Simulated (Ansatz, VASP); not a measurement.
# Hf in VASP and in Ansatz

Contents of INCAR:

```
PREC     = Accurate       # precision mode
ENCUT    = 520            # plane-wave cutoff, eV
EDIFF    = 1E-6           # SCF threshold, eV
ISMEAR   = 0              # smearing method
SIGMA    = 0.1            # smearing width, eV
LREAL    = False          # projectors in reciprocal space
LASPH    = True           # aspherical terms in the spheres
NELM     = 100            # most SCF steps
ALGO     = Fast           # electronic algorithm
ISIF     = 2              # what is computed and relaxed
LWAVE    = False          # write WAVECAR
LCHARG   = False          # write CHGCAR
GGA      = PE             # functional
NBANDS   = 11             # bands
```

Contents of KPOINTS:

```
regular mesh
0
Gamma
  16 16 16
```

Contents of POSCAR:

```
Hf
1.0
   -1.7898614095      1.7898614095      1.7898614095
    1.7898614095     -1.7898614095      1.7898614095
    1.7898614095      1.7898614095     -1.7898614095
Hf
1
Direct
    0.0000000000      0.0000000000      0.0000000000
```

Input for Ansatz:

```yaml
crystal:
  lattice:
    - [-1.7898614095, 1.7898614095, 1.7898614095]
    - [1.7898614095, -1.7898614095, 1.7898614095]
    - [1.7898614095, 1.7898614095, -1.7898614095]
  atoms:
    - { symbol: Hf, position: [0.0, 0.0, 0.0] }
basis:
  ecutwfc: 420
kpoints:
  mp_grid: { grid: [16, 16, 16] }
hamiltonian:
  xc: pbe
scf:
  occupations: { method: gaussian, width: 0.1 }
output:
  forces: true
  stress: true
  eigenvalues: true
```

Alike in both runs: task single point; functional PBE; k mesh 16 × 16 × 16; occupations gaussian, width 0.1 eV; no spin polarisation.

|  | VASP | Ansatz |
| --- | --- | --- |
| version | VASP 6.6.1 | Ansatz 0.2.0 |
| potentials or method | VASP PAW PBE potentials, release 64 (Hf_pv), cutoff 520 eV | scalar-relativistic, plane waves, PAW |
| valence electrons in the cell | 10 | 26 |

```csv
,VASP,Ansatz,Ansatz less VASP
gap on the k mesh at the Fermi level (eV),none,none,-
pressure (GPa),-3.2,-2.9,+0.32
```

A gap of «none» marks a metal or a gap that the smearing closes. The functional is the same, so the differences come from potentials, cutoffs and numerics. VASP's potentials hold 10 valence electrons a cell and Ansatz's 26, so a difference there can come from the potentials and not from the codes.

Spin-orbit coupling is off throughout.
